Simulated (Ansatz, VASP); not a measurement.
Two plane-wave programs on PbS

```xyz
2
Lattice="0.0786 3.3010 3.3010 3.3010 0.0786 3.3010 3.3795 3.3795 0.0000" Properties=species:S:1:pos:R:3 pbc="T T T"
Pb    0.0000    0.0000    0.0269
S     1.6898    1.6898    1.6236
```

Change from the starting cell: shear_xy strain +4.8%.

Alike in both runs: task single point; functional PBE; k mesh 6 × 6 × 6; occupations fermi-dirac, width 0.02 eV; no spin polarisation.

|  | VASP | Ansatz |
| --- | --- | --- |
| version | VASP 6.6.1 | Ansatz 0.2.0 |
| potentials or method | VASP PAW PBE potentials, release 64 (Pb_d, S) | plane waves, PAW |
| plane-wave cutoff (eV) | 520 | 420 |
| valence electrons in the cell | 20 | 20 |

|  | VASP | Ansatz | Ansatz less VASP |
| --- | --- | --- | --- |
| gap on the k mesh at the Fermi level (eV) | 0.91 | 0.91 | -0.003 |
| pressure (GPa) | 0.7 | 0.7 | +0.05 |
| traceless stress, the component that is largest in VASP (GPa) | 0.25 | 0.26 | +0.002 |
| rms of the force components (eV/Å) | 0.006 | 0.005 | -0.0001 |

Atom by atom the forces differ by 0.000 eV/Å (rms over components). The functional is the same, so the differences come from potentials, cutoffs and numerics.

Spin-orbit coupling is off throughout.
